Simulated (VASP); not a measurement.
Runs of VASP 6.6.1 on NiO. The structure is that of space group Fm-3m (No. 225), or close to it. The cells are those of the table. 

| level | cell | gap on the mesh (eV) | pressure (GPa) | moment (μB) |
| --- | --- | --- | --- | --- |
| PBE+D4+U | a = 2.974 Å, angles 60.0°, 2 atoms | 2.22 | 8.1 | 2.00 |
| revPBE+D4+U | a = 2.993 Å, angles 60.0°, 2 atoms | 2.18 | (a) | 2.00 |
| revPBE+D4+U | a = 2.995 Å, angles 60.0°, 2 atoms | 2.17 | -2.5 | 2.00 |
| revPBE+D4+U | a = 2.973 Å, angles 60.0°, 2 atoms | 2.28 | (b) | 2.00 |

Alike in all rows: task single point; potentials or basis VASP PAW PBE potentials, release 64 (Ni_sv_GW, O); spin collinear, ferromagnetic start; Ni d U = 6.2 eV; k mesh 10 × 10 × 10; cutoff (eV) 700; smearing gaussian 0.05 eV.

Q: Fill in the values left out.

A: (a) -2.1; (b) 7.9.

Caveats: a cell with one magnetic atom can't hold antiferromagnetic order, which such compounds often take; the PAW data sets were made with another functional, which shifts forces and pressure a little (at least some runs); the cell stands under pressure (at least some runs).

A k mesh can miss the band edges.
